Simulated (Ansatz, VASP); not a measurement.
Two plane-wave programs on SnSe

```
Sn Se
1.0
     5.02351    0.00000    0.00000
    -2.51176    4.35049    0.00000
     0.00000    0.00000    6.11131
Sn Se
2 2
Direct
  0.33333 0.66667 0.96086
  0.66667 0.33333 0.46086
  0.33333 0.66667 0.41414
  0.66667 0.33333 0.91414
```

Alike in both runs: task single point; functional r2SCAN; k mesh 6 × 6 × 4; no spin polarisation.

```csv
,VASP,Ansatz
version,VASP 6.6.1,Ansatz 0.2.0
potentials or method,"VASP PAW PBE potentials, release 64 (Sn_d, Se)","plane waves, PAW"
plane-wave cutoff (eV),520,500
occupations,"gaussian, width 0.01 eV",fixed
valence electrons in the cell,40,60
```

VASP gave:

```
gap on the k mesh at the Fermi level (eV)                     : 0.89
pressure (GPa)                                                : 1.3
traceless stress, the component that is largest in VASP (GPa) : 0.11
rms of the force components (eV/Å)                            : 0.051
```

Problem. Estimate Ansatz's values.

Solution. gap on the k mesh at the Fermi level (eV): 0.89; pressure (GPa): 1.3; traceless stress, the component that is largest in VASP (GPa): 0.09; rms of the force components (eV/Å): 0.046.

VASP's potentials were made for PBE, not for r2SCAN. Atom by atom the forces differ by 0.005 eV/Å (rms over components). VASP's potentials hold 40 valence electrons a cell and Ansatz's 60, so a difference there can come from the potentials and not from the codes.
